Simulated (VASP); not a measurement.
A run of VASP 6.6.1 is set up as follows.

File INCAR:

```
PREC = Accurate
ENCUT = 520
EDIFF = 1E-6
ISMEAR = 0
SIGMA = 0.1
LREAL = False
LASPH = True
NELM = 100
ALGO = Normal
ISIF = 2
LWAVE = False
LCHARG = False
GGA = PE
NBANDS = 32
```

KPOINTS

```
Automatic mesh
0
Gamma
  10 10 10
```

POSCAR

```
Pb3S
1.0
    4.8438357749      0.0000000000      0.0000000000
    0.0000000000      4.8438357749      0.0000000000
    0.0000000000      0.0000000000      4.8438357749
Pb S
3 1
Direct
    0.5000000000      0.5000000000      0.0000000000
    0.0000000000      0.5000000000      0.5000000000
    0.5000000000      0.0000000000      0.5000000000
    0.0000000000      0.0000000000      0.0000000000
```

Potentials or basis: VASP PAW PBE potentials, release 64 (Pb_d, S).

Run with:

```console
$ cat potpaw_PBE.64/Pb_d/POTCAR potpaw_PBE.64/S/POTCAR > POTCAR
$ mpirun -np 1 vasp_std > vasp.out
```

Q: Predict the pressure.

A: -0.1 GPa.

Q: What does it give for the band gap on the k mesh?

A: Zero (band 24 reaches 8.02 eV, above the bottom of band 25 at 6.05 eV).

Caveat: spin-orbit coupling is left out, which moves the levels of the heavy elements.
